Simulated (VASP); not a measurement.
# MgS (F-43m) in VASP: single point with PBEsol

Aim: the single point of MgS with PBEsol.

Everything below comes from runs of VASP 6.6.1. Logs are shortened: lines on timing, memory, paths and dates and some standing lists are left out, and cuts for length are marked.

**1. The cell of the first run**

Symmetry: F-43m, No. 216, cubic system. The conventional cell has a = 5.652 Å, b = 5.652 Å, c = 5.652 Å, α = 90.00°, β = 90.00°, γ = 90.00°. Mg (site symmetry -43m) has 4 S at 2.45 Å within 3.2 Å. S (site symmetry -43m) has 4 Mg at 2.45 Å within 3.2 Å.

**2. Single point, PBEsol**

Input file INCAR:

```
PREC     = Accurate       # precision mode
ENCUT    = 600            # plane-wave cutoff, eV
EDIFF    = 1E-6           # SCF threshold, eV
ISMEAR   = 0              # smearing method
SIGMA    = 0.02           # smearing width, eV
LREAL    = False          # projectors in reciprocal space
LASPH    = True           # aspherical terms in the spheres
NELM     = 120            # most SCF steps
ALGO     = Normal         # electronic algorithm
ISIF     = 2              # what is computed and relaxed
LWAVE    = False          # write WAVECAR
LCHARG   = False          # write CHGCAR
GGA      = PS             # functional
NBANDS   = 11             # bands
GGA_COMPAT= False
```

Input file KPOINTS:

```
regular mesh
0
Gamma
  8 8 8
```

Input file POSCAR:

```
MgS
1.0
    0.0000000000      2.8257734672      2.8257734672
    2.8257734672      0.0000000000      2.8257734672
    2.8257734672      2.8257734672      0.0000000000
Mg S
1 1
Direct
    0.0000000000      0.0000000000      0.0000000000
    0.2500000000      0.2500000000      0.2500000000
```

Potentials or basis: VASP PAW PBE potentials, release 64 (Mg, S).

Launch:

```
$ cat potpaw_PBE.64/Mg/POTCAR potpaw_PBE.64/S/POTCAR > POTCAR
$ mpirun -np 1 vasp_std > vasp.out
```

OUTCAR:

```text
PREC = Accurate
   ENCUT = 600
   EDIFF = 1E-6
   ISMEAR = 0
   LREAL = False
   LASPH = True
   NELM = 120
   ISIF = 2
   GGA = PS

 ion  position               nearest neighbor table
   1  0.000  0.000  0.000-   2 2.45   2 2.45   2 2.45   2 2.45
   2  0.250  0.250  0.250-   1 2.45   1 2.45   1 2.45   1 2.45

  LATTYP: Found a face centered cubic cell.
 ALAT       =     5.6515469344

  Lattice vectors:

 A1 = (   0.0000000000,   2.8257734672,   2.8257734672)
 A2 = (   2.8257734672,   0.0000000000,   2.8257734672)
 A3 = (   2.8257734672,   2.8257734672,   0.0000000000)

Analysis of symmetry for initial positions (statically):
=====================================================================
 Subroutine PRICEL returns:
 Original cell was already a primitive cell.

 Routine SETGRP: Setting up the symmetry group for a
 face centered cubic supercell.

 Subroutine GETGRP returns: Found 24 space group operations
 (whereof 24 operations were pure point group operations)
 out of a pool of 48 trial point group operations.

The static configuration has the point symmetry T_d .

Analysis of symmetry for dynamics (positions and initial velocities):
=====================================================================
 Subroutine PRICEL returns:
 Original cell was already a primitive cell.

 Routine SETGRP: Setting up the symmetry group for a
 face centered cubic supercell.

 Subroutine GETGRP returns: Found 24 space group operations
 (whereof 24 operations were pure point group operations)
 out of a pool of 48 trial point group operations.

The dynamic configuration has the point symmetry T_d .

 Subroutine INISYM returns: Found 24 space group operations
 (whereof 24 operations are pure point group operations),
 and found     1 'primitive' translations

----------------------------------------------------------------------------------------

                                     Primitive cell

  volume of cell :      45.1276

  direct lattice vectors                    reciprocal lattice vectors
     0.000000000  2.825773467  2.825773467    -0.176942705  0.176942705  0.176942705
     2.825773467  0.000000000  2.825773467     0.176942705 -0.176942705  0.176942705
     2.825773467  2.825773467  0.000000000     0.176942705  0.176942705 -0.176942705

  length of vectors
     3.996247162  3.996247162  3.996247162     0.306473754  0.306473754  0.306473754

  position of ions in fractional coordinates (direct lattice)
     0.000000000  0.000000000  0.000000000
     0.250000000  0.250000000  0.250000000

  ion indices of the primitive-cell ions
   primitive index   ion index
                 1           1
                 2           2

----------------------------------------------------------------------------------------

 KPOINTS: regular mesh

Automatic generation of k-mesh.
 Grid dimensions read from file:
 generate k-points for:    8    8    8

 Generating k-lattice:

  Cartesian coordinates                     Fractional coordinates (reciprocal lattice)
    -0.022117838  0.022117838  0.022117838     0.125000000  0.000000000  0.000000000
     0.022117838 -0.022117838  0.022117838     0.000000000  0.125000000  0.000000000
     0.022117838  0.022117838 -0.022117838     0.000000000  0.000000000  0.125000000

  Length of vectors
     0.038309219  0.038309219  0.038309219

  Shift w.r.t. Gamma in fractional coordinates (k-lattice)
     0.000000000  0.000000000  0.000000000

 Subroutine IBZKPT returns following result:
 ===========================================

 Found     29 irreducible k-points:

 Following reciprocal coordinates:
            Coordinates               Weight
  0.000000  0.000000  0.000000      1.000000
  0.125000  0.000000  0.000000      8.000000
  0.250000  0.000000  0.000000      8.000000
  0.375000  0.000000  0.000000      8.000000
  0.500000  0.000000  0.000000      4.000000
  0.125000  0.125000  0.000000      6.000000
[... 16 lines left out ...]
  0.500000  0.250000  0.125000     48.000000
 -0.375000  0.250000  0.125000     24.000000
 [... further k-points ...]
   k-points           NKPTS =     29   k-points in BZ     NKDIM =     29   number of bands    NBANDS=     11
   number of dos      NEDOS =    301   number of ions     NIONS =      2
   total plane-waves  NPLWV =  32768
   dimension x,y,z NGX =    32 NGY =   32 NGZ =   32
   dimension x,y,z NGXF=    64 NGYF=   64 NGZF=   64
   ions per type =               1   1
   NGX,Y,Z   is equivalent  to a cutoff of  13.31, 13.31, 13.31 a.u.
   NGXF,Y,Z  is equivalent  to a cutoff of  26.62, 26.62, 26.62 a.u.
 SYSTEM =  unknown system
   PREC   = accura    normal or accurate (medium, high low for compatibility)
   ISTART =      0    job   : 0-new  1-cont  2-samecut
   ICHARG =      2    charge: 1-file 2-atom 10-const
   ISPIN  =      1    spin polarized calculation?
   LNONCOLLINEAR =      F non collinear calculations
   LSORBIT =      F    spin-orbit coupling
   LASPH  =      T    aspherical Exc in radial PAW
   ENCUT  =  600.0 eV  44.10 Ry    6.64 a.u.   7.98  7.98  7.98*2*pi/ulx,y,z
   NELM   =    120;   NELMIN=  2; NELMDL= -5     # of ELM steps
   EDIFF  = 0.1E-05   stopping-criterion for ELM
   LREAL  =      F    real-space projection
   EDIFFG = 0.1E-04   stopping-criterion for IOM
   NSW    =      0    number of steps for IOM
   IBRION =     -1    ionic relax: 0-MD 1-quasi-New 2-CG
   NFREE  =      0    steps in history (QN), initial steepest desc. (CG)
   ISIF   =      2    stress and relaxation
   ISYM   =      2    0-nonsym 1-usesym 2-fastsym
   POTIM  = 0.5000    time-step for ionic-motion
   TEBEG  =    0.0;   TEEND  =   0.0 temperature during run
   PSTRESS=    0.0 pullay stress
   NELECT =       8.0000    total number of electrons
   NUPDOWN=      -1.0000    fix difference up-down
   EMIN   =  10.00;   EMAX   =-10.00  energy-range for DOS
   EFERMI =   0.00;   METHOD = LEGACY
   ISMEAR =     0;   SIGMA  =   0.02  broadening in eV -4-tet -1-fermi 0-gaus
   EFERMI_NEDOS =   21; number of points for ismear=-14 and -15
   IALGO  =     38    algorithm
   IMIX   =      4    mixing-type and parameters
     AMIX     =   0.40;   BMIX     =  1.00
     AMIX_MAG =   1.60;   BMIX_MAG =  1.00
  volume/ion in A,a.u.               =      22.56       152.27
  Fermi-wavevector in a.u.,A,eV,Ry     =   0.919653  1.737893 11.507294  0.845762
  Thomas-Fermi vector in A             =   2.044871
   LORBIT       =      0    0 simple, 1 ext, 2 COOP (PROOUT), +10 PAW based schemes
   GGA     = PS    functional components
   LHFCALC =     F    Hartree Fock is set to
   AEXX    =    0.0000 exact exchange contribution
   IVDW    =     0    specifies the selected vdW correction
   LEPSILON=     F    determine dielectric tensor
   LRPA    =     F    only Hartree local field effects (RPA)
 non-spin polarized calculation
 Gauss-broadening in eV      SIGMA  =   0.02
  energy-cutoff  :      600.00
  volume of cell :       45.13
 maximum number of plane-waves:      1540
   NGX = 15   NGY = 15   NGZ = 15

 number of electron       8.0000000 magnetization

 Free energy of the ion-electron system (eV)
  ---------------------------------------------------
  ext. energy  EPLUGINS =         0.00000000
  ---------------------------------------------------
  free energy    TOTEN  =        -8.91806681 eV

  energy without entropy =       -8.91806681  energy(sigma->0) =       -8.91806681

 E-fermi :   1.1638     XC(G=0):  -8.5979

 val. band max:        1.0352197392   @ k =   0.0000   0.0000   0.0000
 cond. band min:       4.3580578662   @ k =   0.0000   0.0000   0.0000
 fundamental gap:      3.3228381270
 Fermi energy:         1.1637711542

 k-point     1 :       0.0000    0.0000    0.0000
  band No.  band energies     occupation
      1     -10.2521      2.00000
      2       1.0352      2.00000
      3       1.0352      2.00000
      4       1.0352      2.00000
      5       4.3581      0.00000
      6       8.9219      0.00000
      7       8.9219      0.00000
      8       8.9219      0.00000
      9      11.8304      0.00000
     10      11.8304      0.00000
     11      14.6267      0.00000

 k-point     2 :       0.1250    0.0000    0.0000
  band No.  band energies     occupation
      1     -10.1624      2.00000
      2       0.3310      2.00000
      3       0.9810      2.00000
      4       0.9810      2.00000
      5       5.0347      0.00000
      6       8.7275      0.00000
      7       9.1008      0.00000
      8       9.1008      0.00000
      9      11.3485      0.00000
     10      11.3485      0.00000
     11      13.9771      0.00000

 k-point     3 :       0.2500    0.0000    0.0000
  band No.  band energies     occupation
      1      -9.9299      2.00000
      2      -0.8658      2.00000
      3       0.8586      2.00000
      4       0.8586      2.00000
      5       5.8982      0.00000
      6       8.7448      0.00000
      7       9.1278      0.00000
      8       9.1278      0.00000
      9      11.3989      0.00000
     10      11.3989      0.00000
     11      13.1151      0.00000

 k-point     4 :       0.3750    0.0000    0.0000
  band No.  band energies     occupation
      1      -9.6689      2.00000
      2      -1.8090      2.00000
      3       0.7466      2.00000
      4       0.7466      2.00000
      5       6.0792      0.00000
      6       8.7585      0.00000
      7       8.7585      0.00000
      8       9.2685      0.00000
      9      12.7169      0.00000
     10      12.7169      0.00000
     11      13.1431      0.00000
[... 239 lines left out ...]
 k-point    22 :       0.3750    0.2500    0.1250
  band No.  band energies     occupation
      1      -9.7497      2.00000
      2      -1.0730      2.00000
      3       0.1702      2.00000
      4       0.6501      2.00000
      5       6.6215      0.00000
      6       7.9196      0.00000
      7       8.5199      0.00000
      8      10.1823      0.00000
      9      10.6920      0.00000
     10      13.3832      0.00000
     11      15.3477      0.00000

 k-point    23 :       0.5000    0.2500    0.1250
  band No.  band energies     occupation
      1      -9.5330      2.00000
      2      -1.5838      2.00000
      3      -0.1871      2.00000
      4       0.4696      2.00000
      5       6.8902      0.00000
      6       7.7206      0.00000
      7       8.8605      0.00000
      8      10.0150      0.00000
      9      11.8352      0.00000
     10      14.4704      0.00000
     11      15.0563      0.00000

 k-point    24 :      -0.3750    0.2500    0.1250
  band No.  band energies     occupation
      1      -9.4365      2.00000
      2      -1.8048      2.00000
      3      -0.2933      2.00000
      4       0.3726      2.00000
      5       6.9672      0.00000
      6       7.4307      0.00000
      7       9.7156      0.00000
      8       9.8099      0.00000
      9      12.3739      0.00000
     10      13.7906      0.00000
     11      15.2124      0.00000

 [... further k-points ...]
[... 5 lines left out ...]
  --------------------------------------------------------------------------------------
  -------------------------------------------------------------------------------------
  Total       -0.0181504     -0.0181504     -0.0181504     -0.0000000      0.0000000      0.0000000
  in kB       -0.6443984     -0.6443984     -0.6443984     -0.0000000      0.0000000      0.0000000
  external PRESSURE =      -0.6443984 kB  Pullay stress =       0.0000000 kB

 VOLUME and BASIS-vectors are now :
 -----------------------------------------------------------------------------
  energy-cutoff  :      600.00
  volume of cell :       45.13
      direct lattice vectors                 reciprocal lattice vectors
     0.000000000  2.825773467  2.825773467    -0.176942705  0.176942705  0.176942705
     2.825773467  0.000000000  2.825773467     0.176942705 -0.176942705  0.176942705
     2.825773467  2.825773467  0.000000000     0.176942705  0.176942705 -0.176942705

 POSITION                                       TOTAL-FORCE (eV/Angst)
 -----------------------------------------------------------------------------------
      0.00000      0.00000      0.00000         0.000000     -0.000000     -0.000000
      1.41289      1.41289      1.41289        -0.000000      0.000000      0.000000
 -----------------------------------------------------------------------------------
    total drift:                               -0.000000     -0.000000     -0.000000

  FREE ENERGIE OF THE ION-ELECTRON SYSTEM (eV)
  ---------------------------------------------------
  free  energy   TOTEN  =        -8.9180668115 eV

  energy  without entropy=       -8.9180668115  energy(sigma->0) =       -8.91806681
```

Wall time 25 s (1 thread of Intel Xeon 8259CL, shared host); peak memory 0.18 GiB.

Results:

```
Free energy            : -8.9181 eV
Pressure               : -0.1 GPa
Band gap on the k mesh : 3.32 eV
```

Caveat: the PAW data sets were made with another functional, which shifts forces and pressure a little.
